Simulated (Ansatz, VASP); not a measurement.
Al3InSb4: VASP beside Ansatz

```
Al In Sb
1.0
     4.47252    0.00000    0.00000
     0.00000    4.47252    0.00000
     0.00000    0.00000   12.64056
Al In Sb
3 1 4
Direct
  0.00000 0.00000 0.25753
  0.50000 0.50000 0.50000
  0.00000 0.00000 0.74247
  0.50000 0.50000 0.00000
  0.50000 0.00000 0.86220
  0.00000 0.50000 0.13780
  0.50000 0.00000 0.37882
  0.00000 0.50000 0.62118
```

Alike in both runs: task relaxation of cell and atoms; functional PBE; k mesh 6 × 6 × 2; occupations gaussian, width 0.02 eV; no spin polarisation.

```csv
,VASP,Ansatz
version,VASP 6.6.1,Ansatz 0.2.0
potentials or method,"VASP PAW PBE potentials, release 64 (Al, In_d, Sb), cutoff 600 eV","scalar-relativistic, plane waves, PAW"
valence electrons in the cell,42,82
```

```tsv
	VASP	Ansatz	Ansatz less VASP
gap on the k mesh at the Fermi level, each at its own relaxed structure (eV)	0.71	0.72	+0.013
relaxed volume (Å³/atom)	31.69	31.61	-0.079
relaxed cell length with the largest relative difference (Å)	4.476	4.473	-0.0038
```

VASP's potentials hold 42 valence electrons a cell and Ansatz's 82, so a difference there can come from the potentials and not from the codes.

Spin-orbit coupling is off throughout.
